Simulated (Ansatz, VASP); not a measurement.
## TaC3 in VASP and in Ansatz

```
CELL_PARAMETERS angstrom
4.86225 0.00000 0.00000
-2.43113 4.21083 0.00000
0.00000 0.00000 3.90271
ATOMIC_POSITIONS crystal
Ta 0.33333 0.66667 0.25000
Ta 0.66667 0.33333 0.75000
C 0.83300 0.66600 0.25000
C 0.16700 0.83300 0.75000
C 0.33400 0.16700 0.25000
C 0.16700 0.33400 0.75000
C 0.83300 0.16700 0.25000
C 0.66600 0.83300 0.75000
```

Alike in both runs: task single point; functional PBE; k mesh 6 × 6 × 6; occupations gaussian, width 0.1 eV; no spin polarisation.

```csv
,VASP,Ansatz
version,VASP 6.6.1,Ansatz 0.2.0
potentials or method,"VASP PAW PBE potentials, release 64 (Ta_pv, C), cutoff 520 eV","scalar-relativistic, plane waves, PAW"
valence electrons in the cell,46,50
```

Ansatz gave:

- gap on the k mesh at the Fermi level (eV): none
- pressure (GPa): -21.7
- traceless stress, the component that is largest in VASP (GPa): 23.65
- rms of the force components (eV/Å): 0.139

Task: Estimate VASP's values.

Result: gap on the k mesh at the Fermi level (eV): none; pressure (GPa): -21.3; traceless stress, the component that is largest in VASP (GPa): 23.61; rms of the force components (eV/Å): 0.133.

Atom by atom the forces differ by 0.005 eV/Å (rms over components). A gap of «none» marks a metal or a gap that the smearing closes. VASP's potentials hold 46 valence electrons a cell and Ansatz's 50, so a difference there can come from the potentials and not from the codes.

Neither program's run includes spin-orbit coupling.
